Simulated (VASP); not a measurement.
# TaN (zincblende type) (F-43m) in VASP: a series of runs

Runs on TaN (zincblende type). Level: PBE. Tasks: single point, relaxation of cell and atoms.

Everything below comes from runs of VASP 6.6.1. Logs are shortened: lines on timing, memory, paths and dates and some standing lists are left out, and cuts for length are marked.

### 1 The cell of the first run

Symmetry: F-43m, No. 216, cubic system. The conventional cell has a = 4.611 Å, b = 4.611 Å, c = 4.611 Å, α = 90.00°, β = 90.00°, γ = 90.00°. Within 2.6 Å of Ta (site symmetry -43m) lie 4 N at 2.00 Å. N (site symmetry -43m) has 4 Ta at 2.00 Å within 2.6 Å.

### 2 Single point, PBE

Contents of INCAR:

```
SYSTEM = TaN
PREC = Accurate
ENCUT = 520
EDIFF = 1E-7
ISMEAR = -1
SIGMA = 0.08
LREAL = .FALSE.
LASPH = .TRUE.
NELM = 60
ALGO = Normal
ISIF = 2
LWAVE = .FALSE.
LCHARG = .FALSE.
GGA = PE
NBANDS = 15
```

Contents of KPOINTS:

```
Automatic mesh
0
G
  15 15 15
  0 0 0
```

Contents of POSCAR:

```
TaN
1.0
    0.0000000000      2.3054718259      2.3054718259
    2.3054718259      0.0000000000      2.3054718259
    2.3054718259      2.3054718259      0.0000000000
Ta N
1 1
Direct
    0.0000000000      0.0000000000      0.0000000000
    0.2500000000      0.2500000000      0.2500000000
```

Potentials or basis: VASP PAW PBE potentials, release 64 (Ta_pv, N).

Started as:

```
$ cat potpaw_PBE.64/Ta_pv/POTCAR potpaw_PBE.64/N/POTCAR > POTCAR
$ mpirun -np 1 vasp_std > vasp.out
```

OUTCAR:

```text
SYSTEM = TaN
   PREC = Accurate
   ENCUT = 520
   EDIFF = 1E-7
   ISMEAR = -1
   LREAL = .FALSE.
   LASPH = .TRUE.
   NELM = 60
   ISIF = 2
   GGA = PE

 ion  position               nearest neighbor table
   1  0.000  0.000  0.000-   2 2.00   2 2.00   2 2.00   2 2.00
   2  0.250  0.250  0.250-   1 2.00   1 2.00   1 2.00   1 2.00

  LATTYP: Found a face centered cubic cell.
 ALAT       =     4.6109436518

  Lattice vectors:

 A1 = (   0.0000000000,   2.3054718259,   2.3054718259)
 A2 = (   2.3054718259,   0.0000000000,   2.3054718259)
 A3 = (   2.3054718259,   2.3054718259,   0.0000000000)

Analysis of symmetry for initial positions (statically):
=====================================================================
 Subroutine PRICEL returns:
 Original cell was already a primitive cell.

 Routine SETGRP: Setting up the symmetry group for a
 face centered cubic supercell.

 Subroutine GETGRP returns: Found 24 space group operations
 (whereof 24 operations were pure point group operations)
 out of a pool of 48 trial point group operations.

The static configuration has the point symmetry T_d .

Analysis of symmetry for dynamics (positions and initial velocities):
=====================================================================
 Subroutine PRICEL returns:
 Original cell was already a primitive cell.

 Routine SETGRP: Setting up the symmetry group for a
 face centered cubic supercell.

 Subroutine GETGRP returns: Found 24 space group operations
 (whereof 24 operations were pure point group operations)
 out of a pool of 48 trial point group operations.

The dynamic configuration has the point symmetry T_d .

 Subroutine INISYM returns: Found 24 space group operations
 (whereof 24 operations are pure point group operations),
 and found     1 'primitive' translations

----------------------------------------------------------------------------------------

                                     Primitive cell

  volume of cell :      24.5081

  direct lattice vectors                    reciprocal lattice vectors
     0.000000000  2.305471826  2.305471826    -0.216875346  0.216875346  0.216875346
     2.305471826  0.000000000  2.305471826     0.216875346 -0.216875346  0.216875346
     2.305471826  2.305471826  0.000000000     0.216875346  0.216875346 -0.216875346

  length of vectors
     3.260429524  3.260429524  3.260429524     0.375639118  0.375639118  0.375639118

  position of ions in fractional coordinates (direct lattice)
     0.000000000  0.000000000  0.000000000
     0.250000000  0.250000000  0.250000000

[... 87 lines left out ...]
   NELECT =      16.0000    total number of electrons
   NUPDOWN=      -1.0000    fix difference up-down
   EMIN   =  10.00;   EMAX   =-10.00  energy-range for DOS
   EFERMI =   0.00;   METHOD = LEGACY
   ISMEAR =    -1;   SIGMA  =   0.08  broadening in eV -4-tet -1-fermi 0-gaus
   EFERMI_NEDOS =   21; number of points for ismear=-14 and -15
   IALGO  =     38    algorithm
   IMIX   =      4    mixing-type and parameters
     AMIX     =   0.40;   BMIX     =  1.00
     AMIX_MAG =   1.60;   BMIX_MAG =  1.00
  volume/ion in A,a.u.               =      12.25        82.69
  Fermi-wavevector in a.u.,A,eV,Ry     =   1.420185  2.683761 27.441947  2.016926
  Thomas-Fermi vector in A             =   2.541127
   LORBIT       =      0    0 simple, 1 ext, 2 COOP (PROOUT), +10 PAW based schemes
   GGA     = PE    functional components
   LHFCALC =     F    Hartree Fock is set to
   AEXX    =    0.0000 exact exchange contribution
   IVDW    =     0    specifies the selected vdW correction
   LEPSILON=     F    determine dielectric tensor
   LRPA    =     F    only Hartree local field effects (RPA)
 non-spin polarized calculation
  energy-cutoff  :      520.00
  volume of cell :       24.51
 maximum number of plane-waves:       680
   NGX = 13   NGY = 13   NGZ = 13

 number of electron      16.0000000 magnetization

 Free energy of the ion-electron system (eV)
  ---------------------------------------------------
  ext. energy  EPLUGINS =         0.00000000
  ---------------------------------------------------
  free energy    TOTEN  =       -21.31822668 eV

  energy without entropy =      -21.29574118  energy(sigma->0) =      -21.30698393

 E-fermi :   7.7681     XC(G=0): -12.4140

 val. band max:        7.7436698317   @ k =  -0.2667   0.4667   0.2000
 cond. band min:       7.7819858267   @ k =  -0.3333   0.4667   0.2000
 fundamental gap:      0.0383159950
 Fermi energy:         7.7680915929

 k-point     1 :       0.0000    0.0000    0.0000
  band No.  band energies     occupation
      1     -27.7160      2.00000
      2     -27.7160      2.00000
      3     -27.7160      2.00000
      4     -10.4172      2.00000
      5       0.1901      2.00000
      6       0.1901      2.00000
      7       0.1901      2.00000
      8       6.7377      1.99999
      9       8.3074      0.00236
     10       8.3074      0.00236
     11      13.9898      0.00000
     12      13.9898      0.00000
     13      13.9898      0.00000
     14      20.5601      0.00000
[... 401 lines left out ...]
      2     -27.7709      2.00000
      3     -27.7669      2.00000
      4      -9.8533      2.00000
      5      -0.5156      2.00000
      6       0.6618      2.00000
      7       0.6808      2.00000
      8       6.9085      1.99996
      9       8.6683      0.00003
     10       8.6739      0.00002
     11      13.6601      0.00000
     12      14.0230      0.00000
     13      14.4590      0.00000
     14      19.0217      0.00000
     15      20.5628      0.00000

 [... further k-points ...]

------------------------ aborting loop because EDIFF is reached ----------------------------------------

  FORCE on cell =-STRESS in cart. coord.  units (eV):
  Direction    XX          YY          ZZ          XY          YZ          ZX
  --------------------------------------------------------------------------------------
  -------------------------------------------------------------------------------------
  Total        4.4304352      4.4304352      4.4304352      0.0000000      0.0000000     -0.0000000
  in kB      289.6326498    289.6326498    289.6326498      0.0000000      0.0000000     -0.0000000
  external PRESSURE =     289.6326498 kB  Pullay stress =       0.0000000 kB

 VOLUME and BASIS-vectors are now :
 -----------------------------------------------------------------------------
  energy-cutoff  :      520.00
  volume of cell :       24.51
      direct lattice vectors                 reciprocal lattice vectors
     0.000000000  2.305471826  2.305471826    -0.216875346  0.216875346  0.216875346
     2.305471826  0.000000000  2.305471826     0.216875346 -0.216875346  0.216875346
     2.305471826  2.305471826  0.000000000     0.216875346  0.216875346 -0.216875346

 POSITION                                       TOTAL-FORCE (eV/Angst)
 -----------------------------------------------------------------------------------
      0.00000      0.00000      0.00000         0.000000      0.000000      0.000000
      1.15274      1.15274      1.15274        -0.000000     -0.000000     -0.000000
 -----------------------------------------------------------------------------------
    total drift:                                0.000000      0.000000      0.000000

  FREE ENERGIE OF THE ION-ELECTRON SYSTEM (eV)
  ---------------------------------------------------
  free  energy   TOTEN  =       -21.3182266789 eV

  energy  without entropy=      -21.2957411795  energy(sigma->0) =      -21.30698393
```

stdout:

```text
POSCAR found type information on POSCAR TaN
 POSCAR found :  2 types and       2 ions
 scaLAPACK will be used
 LDA part: xc-table for (Slater+PW92), standard interpolation
 POSCAR, INCAR and KPOINTS ok, starting setup
 FFT: planning ... GRIDC
 FFT: planning ... GRID_SOFT
 FFT: planning ... GRID
 WAVECAR not read
 entering main loop
```

Wall time 40 s (1 thread of Intel Xeon 8259CL, shared host); peak memory 0.17 GiB.

What came out:

* Free energy: -21.3182 eV
* Pressure: 29.0 GPa
* Band gap on the k mesh: zero (bands 8 and 9 overlap by 1.10 eV)

Caveat: the cell stands under pressure; spin-orbit coupling is left out, which moves the levels of the heavy elements.

### 3 Single point, PBE

Contents of INCAR:

```
SYSTEM = TaN
  PREC = Accurate
  ENCUT = 520
  EDIFF = 1E-6
  ISMEAR = -1
  SIGMA = 0.08
  LREAL = .False.
  LASPH = .True.
  NELM = 80
  ALGO = Normal
  ISIF = 2
  LWAVE = .False.
  LCHARG = .False.
  GGA = PE
  NBANDS = 15
```

Contents of KPOINTS:

```
regular mesh
0
Gamma
  15 15 15
  0 0 0
```

Contents of POSCAR:

```
TaN
1.0
    0.0000000000      2.3045216082      2.3045216082
    2.3045216082      0.0000000000      2.3045216082
    2.3045216082      2.3045216082      0.0000000000
Ta N
1 1
Direct
    0.0000000000      0.0000000000      0.0000000000
    0.2500000000      0.2500000000      0.2500000000
```

Potentials or basis: VASP PAW PBE potentials, release 64 (Ta_pv, N).

Started as:

```
$ cat potpaw_PBE.64/Ta_pv/POTCAR potpaw_PBE.64/N/POTCAR > POTCAR
$ mpirun -np 1 vasp_std > vasp.out
```

It took 37 s on 1 thread of Intel Xeon 8259CL, shared host; peak memory 0.17 GiB.

The run converged. Its results:

```yaml
Free_energy: -21.3127 eV
Pressure: 29.4 GPa
Band_gap_on_the_k_mesh: zero (bands 8 and 9 overlap by 1.10 eV)
```

Levels at points of the mesh, in eV from the Fermi level:
| k point | band 6 | band 7 | band 8 | band 9 | band 10 | band 11 |
| --- | --- | --- | --- | --- | --- | --- |
| (0.00, 0.00, 0.00) | -7.59 | -7.59 | -1.03 | 0.54 | 0.54 | 6.23 |

Caveat: the cell stands under pressure; spin-orbit coupling is left out, which moves the levels of the heavy elements.

### 4 Relaxation of cell and atoms, PBE, target pressure 28 GPa, at which the enthalpy is minimised

This run uses another cell than the first one, of 11.73 Å³/atom.

Contents of INCAR:

```
ALGO = Normal
EDIFF = 1E-6
EDIFFG = -0.005
ENCUT = 600
GGA = PE
IBRION = 2
ISIF = 3
ISMEAR = -1
LASPH = True
LCHARG = False
LREAL = False
LWAVE = False
NELM = 60
NSW = 60
PREC = Accurate
PSTRESS = 280.0
SIGMA = 0.08
```

Contents of KPOINTS:

```
k-points
0
Gamma
  15 15 15
```

Contents of POSCAR:

```
TaN
1.0
    0.0000000000      2.2722706518      2.2722706518
    2.2722706518      0.0000000000      2.2722706518
    2.2722706518      2.2722706518      0.0000000000
Ta N
1 1
Direct
    0.0000000000      0.0000000000      0.0000000000
    0.2500000000      0.2500000000      0.2500000000
```

Started as:

```
$ cat potpaw_PBE.64/Ta_pv/POTCAR potpaw_PBE.64/N/POTCAR > POTCAR
$ mpirun -np 1 vasp_std > vasp.out
```

Wall time 2 min (1 thread of Intel Xeon 8259CL, shared host); peak memory 0.2 GiB.

The run converged. Its results:

| Item | Value |
| --- | --- |
| Free energy | -21.3306 eV |
| Relaxed volume | 12.29 Å³/atom |
| Relaxed cell | a = 3.263 Å, b = 3.263 Å, c = 3.263 Å, α = 60.00°, β = 60.00°, γ = 60.00° |
| Space group after relaxing (to 0.1 Å) | F-43m (No. 216) |
| Energy change on relaxing (the run minimises the enthalpy) | -126.9 meV/atom |
| Ionic steps | 4 |
| Pressure after relaxing | 28.0 GPa |
| Band gap on the k mesh | zero (bands 8 and 9 overlap by 1.10 eV) |

Step by step:
```
step  energy change (eV)  largest force (eV/Å)  pressure (GPa)  volume (Å³)
   1              0.0000                0.0000           46.08        23.46
   2             -0.4027                0.0000          -10.42        28.25
   3             -0.2646                0.0000           27.04        24.64
   4             -0.2538                0.0000           27.96        24.57
```

Final structure:
```cif
data_structure
_symmetry_space_group_name_H-M 'P 1'
_symmetry_Int_Tables_number 1
_cell_length_a 3.2633
_cell_length_b 3.2633
_cell_length_c 3.2633
_cell_angle_alpha 60.000
_cell_angle_beta 60.000
_cell_angle_gamma 60.000
_cell_volume 24.57
loop_
_atom_site_label
_atom_site_type_symbol
_atom_site_fract_x
_atom_site_fract_y
_atom_site_fract_z
_atom_site_occupancy
Ta1 Ta 0.00000 0.00000 0.00000 1
N1 N 0.25000 0.25000 0.25000 1
```

Levels at points of the mesh, in eV from the Fermi level:
```tsv
k point	band 4	band 5	band 6	band 7	band 8	band 9	band 10	band 11	band 12
(0.00, 0.00, 0.00)	-18.17	-7.56	-7.56	-7.56	-1.03	0.54	0.54	6.21	6.21
```

Caveat: the cell is relaxed towards a set pressure, so the run minimises the enthalpy, not the energy; spin-orbit coupling is left out, which moves the levels of the heavy elements.

### 5 Summary

```tsv
task	cell	cutoff (eV)	gap on the mesh (eV)	pressure (GPa)
single point	a = 3.260 Å, angles 60.0°, 2 atoms	520	none	29.0
single point	a = 3.259 Å, angles 60.0°, 2 atoms	520	none	29.4
relaxation of cell and atoms	relaxed to 28 GPa from a = 3.213 Å, angles 60.0°, 2 atoms	600	none	28.0
```

Alike in all rows: level PBE; potentials or basis VASP PAW PBE potentials, release 64 (Ta_pv, N); no spin polarisation; k mesh 15 × 15 × 15; smearing fermi-dirac 0.08 eV.

Caveats: spin-orbit coupling is left out, which moves the levels of the heavy elements; the cell stands under pressure (at least some runs); the cell is relaxed towards a set pressure, so the run minimises the enthalpy, not the energy (at least some runs).

Absolute energies hang on the potentials; compare differences alone.

The gap in the log of VASP goes by the Fermi energy; the results here count the filled bands.